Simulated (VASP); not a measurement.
Set up this calculation in VASP 6.6.1, as the native input.

| Property | Result |
| --- | --- |
| Task | relaxation of the atoms |
| Functional | PBE |
| Potentials or basis | VASP PAW PBE potentials, release 64 (Si, Mo_sv, C) |
| Cutoff | 520 eV |
| k mesh | 8 × 8 × 1 |
| Occupations | gaussian, width 0.1 eV |
| Spin | no spin polarisation |
| Dipole correction | yes |
| Atoms held fixed (from 0) | [0, 1, 2, 3, 4, 5] |
| Further INCAR settings | ALGO = Fast; EDIFF = 1e-06; IBRION = 2; EDIFFG = -0.025; NSW = 36 |
| Atoms held along some axes (from 0) | atom 6 along a and b |

The structure of Si4Mo2C lies in POSCAR:

```
Si4Mo2C
1.0
    3.2169717285      0.0000000000      0.0000000000
    0.0000000000      3.2169717285      0.0000000000
    0.0000000000      0.0000000000     21.8787970046
Si Mo C
4 2 1
Selective dynamics
Direct
    0.0000000000      0.0000000000      0.1828254085  F F F
    0.0000000000      0.0000000000      0.3015081460  F F F
    0.5000000000      0.5000000000      0.3593659936  F F F
    0.5000000000      0.5000000000      0.4743769505  F F F
    0.5000000000      0.5000000000      0.2421667772  F F F
    0.0000000000      0.0000000000      0.4192862006  F F F
    0.7500000000      1.0000000000      0.5018198286  F F T
```

The input as run:

INCAR

```
PREC = Accurate
ENCUT = 520
EDIFF = 1E-6
ISMEAR = 0
SIGMA = 0.1
LREAL = False
LASPH = True
NELM = 80
ALGO = Fast
ISIF = 2
LWAVE = False
LCHARG = False
LDIPOL = True
IDIPOL = 3
DIPOL = 0.5 0.5 0.354
GGA = PE
IBRION = 2
NSW = 36
EDIFFG = -0.025
```

KPOINTS

```
regular mesh
0
Gamma
  8 8 1
```

Potentials or basis: VASP PAW PBE potentials, release 64 (Si, Mo_sv, C).

Run with:

```console
$ cat potpaw_PBE.64/Si/POTCAR potpaw_PBE.64/Mo_sv/POTCAR potpaw_PBE.64/C/POTCAR > POTCAR
$ mpirun -np 1 vasp_std > vasp.out
```

Results of the run:

```yaml
Energy_gained_by_relaxing: 2.3 meV/atom
Ionic_steps: 3
Band_gap_on_the_k_mesh: zero (bands 24 and 25 overlap by 0.37 eV)
```

Wall time 11 min on 1 thread of Oxide Virtual Turin-like Processor (shared host), peak memory 0.36 GiB.
